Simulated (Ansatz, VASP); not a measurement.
**NaF in VASP and in Ansatz**

File POSCAR:

```
NaF
1.0
    0.0000000000      2.3504971257      2.3504971257
    2.3504971257      0.0000000000      2.3504971257
    2.3504971257      2.3504971257      0.0000000000
Na F
1 1
Direct
    0.5000000000      0.5000000000      0.5000000000
    0.0000000000      0.0000000000      0.0000000000
```

INCAR.step1

```
SYSTEM = NaF
ALGO = Normal
EDIFF = 1E-5
ENCUT = 520
GGA = PE
ISIF = 2
ISMEAR = 0
LASPH = .TRUE.
LCHARG = .FALSE.
LREAL = .FALSE.
LWAVE = .TRUE.
NBANDS = 14
NELM = 80
PREC = Accurate
SIGMA = 0.02
```

File INCAR.step2:

```
SYSTEM = NaF
ALGO = Normal
EDIFF = 1E-7
ENCUT = 520
GGA = PE
HFSCREEN = 0.2079
ISIF = 2
ISMEAR = 0
ISTART = 1
LASPH = .TRUE.
LCHARG = .FALSE.
LHFCALC = .TRUE.
LREAL = .FALSE.
LWAVE = .FALSE.
NBANDS = 14
NELM = 80
PREC = Accurate
PRECFOCK = Normal
SIGMA = 0.02
```

KPOINTS

```
k-points
0
G
  6 6 6
  0 0 0
```

Input for Ansatz:

```yaml
crystal:
  lattice:
    - [0.0, 2.3504971257, 2.3504971257]
    - [2.3504971257, 0.0, 2.3504971257]
    - [2.3504971257, 2.3504971257, 0.0]
  atoms:
    - { symbol: Na, position: [0.5, 0.5, 0.5] }
    - { symbol: F, position: [0.0, 0.0, 0.0] }
basis:
  ecutwfc: 420
kpoints:
  mp_grid: { grid: [6, 6, 6] }
  band_path:
    path:
      - [[0.0, 0.0, 0.0], [0.5, 0.0, 0.5], [0.625, 0.25, 0.625]]
      - [[0.375, 0.375, 0.75], [0.0, 0.0, 0.0], [0.5, 0.5, 0.5], [0.5, 0.25, 0.75], [0.5, 0.0, 0.5]]
    npoints: 4
hamiltonian:
  xc: hse06
scf:
  occupations: { method: gaussian, width: 0.02 }
output:
  forces: true
  stress: true
  eigenvalues: true
  populations: true
  dos: { projected: true, de: 0.02 }
  bader: false
  write_density: true
  write_potential: true
  elf: true
  volumetric_format: npy
```

Alike in both runs: task single point; functional HSE06; k mesh 6 × 6 × 6; occupations gaussian, width 0.02 eV; no spin polarisation.

```csv
,VASP,Ansatz
version,VASP 6.6.1,Ansatz 0.2.0
potentials or method,"VASP PAW PBE potentials, release 64 (Na_pv, F), cutoff 520 eV","scalar-relativistic, plane waves, PAW"
valence electrons in the cell,14,16
```

Ansatz gave:

* gap on the k mesh at the Fermi level (eV): 8.23
* least direct gap on the mesh (eV): 8.23
* pressure (GPa): -1.8

What did VASP give for the same quantities?

gap on the k mesh at the Fermi level (eV): 8.20; least direct gap on the mesh (eV): 8.20; pressure (GPa): -1.8.

The functional is the same, so the differences come from potentials, cutoffs and numerics. VASP's potentials hold 14 valence electrons a cell and Ansatz's 16, so a difference there can come from the potentials and not from the codes. Ansatz's warnings: stress exchange threshold loose, stress scf threshold loose.
